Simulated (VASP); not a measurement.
Si3Sn: single point with PBE

Si3Sn:

```
CELL_PARAMETERS angstrom
4.14469 0.00000 0.00000
0.00000 4.14469 0.00000
0.00000 0.00000 5.89697
ATOMIC_POSITIONS crystal
Si 0.50000 0.00000 0.77541
Si 0.50000 0.50000 0.00000
Si 0.00000 0.50000 0.22459
Sn 0.00000 0.00000 0.50000
```

- Program: VASP 6.6.1
- Task: single point
- Functional: PBE
- Potentials or basis: VASP PAW PBE potentials, release 64 (Si, Sn_d)
- Cutoff: 520 eV
- k mesh: 6 × 6 × 4
- Occupations: gaussian, width 0.01 eV
- Spin: no spin polarisation

The pressure is -3.7 GPa. The largest force is 0.063 eV/Å and the band gap on the k mesh is 0.33 eV (least direct gap 0.43 eV).

Forces on the atoms (eV/Å):
```
Si   0.000  0.000 -0.063
Si   0.000  0.000  0.000
Si   0.000  0.000  0.063
Sn   0.000  0.000  0.000
```

Levels at points of the mesh, in eV from the valence-band top:
```
           k point  band 10  band 11  band 12  band 13  band 14  band 15  band 16  band 17
(0.00, 0.00, 0.00)    -2.83    -0.28     0.00     0.00     0.43     0.60     1.27     2.28
(0.50, 0.00, 0.00)    -3.52    -3.26    -1.92    -0.83     1.32     2.63     3.94     4.18
(0.50, 0.50, 0.00)    -2.93    -2.69    -2.69    -2.43     0.33     0.71     0.71     1.22
(0.00, 0.00, 0.50)    -2.36    -2.36    -1.27    -1.27     0.63     1.03     2.59     3.14
(0.50, 0.00, 0.50)    -1.88    -1.30    -1.24    -0.67     0.37     0.70     2.75     3.09
(0.50, 0.50, 0.50)    -3.45    -3.45    -3.45    -3.40     3.87     3.93     3.94     3.94
```

It took 66 s on 1 thread of Intel Xeon 8259CL, with other jobs on the host, peak memory 0.24 GiB.

Caveat: the cell stands under tension; spin-orbit coupling is left out, which moves the levels of the heavy elements. A k mesh can miss the band edges.
